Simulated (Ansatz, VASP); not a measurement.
Two plane-wave programs on LiF

Contents of INCAR:

```
SYSTEM = LiF
  PREC = Accurate
  ENCUT = 520
  EDIFF = 1E-6
  ISMEAR = 0
  SIGMA = 0.05
  LREAL = .FALSE.
  LASPH = .TRUE.
  NELM = 80
  ALGO = Normal
  ISIF = 2
  LWAVE = .FALSE.
  LCHARG = .FALSE.
  GGA = CA
  NBANDS = 12
```

File KPOINTS:

```
Automatic mesh
0
G
  12 12 12
  0 0 0
```

The input POSCAR:

```
LiF
1.0
    0.0000000000      1.7593910560      2.6390865840
    1.7593910560      0.0000000000      2.6390865840
    1.7593910560      1.7593910560      0.0000000000
Li F
1 1
Direct
    0.0000000000      0.0000000000      0.0000000000
    0.5000000000      0.5000000000      0.5000000000
```

Input for Ansatz:

```yaml
crystal:
  lattice:
    - [0.0, 1.759391056, 2.639086584]
    - [1.759391056, 0.0, 2.639086584]
    - [1.759391056, 1.759391056, 0.0]
  atoms:
    - { symbol: Li, position: [0.0, 0.0, 0.0] }
    - { symbol: F, position: [0.5, 0.5, 0.5] }
basis:
  ecutwfc: 420
kpoints:
  mp_grid: { grid: [12, 12, 12] }
hamiltonian:
  xc: lda
scf:
  occupations: { method: gaussian, width: 0.05 }
output:
  forces: true
  stress: true
  eigenvalues: true
```

Alike in both runs: task single point; functional LDA; k mesh 12 × 12 × 12; occupations gaussian, width 0.05 eV; no spin polarisation.

```csv
,VASP,Ansatz
version,VASP 6.6.1,Ansatz 0.2.0
potentials or method,"VASP PAW LDA potentials, release 64 (Li_sv, F), cutoff 520 eV","scalar-relativistic, plane waves, PAW"
valence electrons in the cell,10,10
```

|  | VASP | Ansatz | Ansatz less VASP |
| --- | --- | --- | --- |
| gap on the k mesh at the Fermi level (eV) | 7.74 | 7.76 | +0.017 |
| least direct gap on the mesh (eV) | 8.17 | 8.19 | +0.016 |

LDA's correlation is that of Perdew and Zunger in VASP and of Perdew and Wang (1992) in Ansatz.

Noted on VASP's run: the cutoff is short for stress, so the pressure is rough.
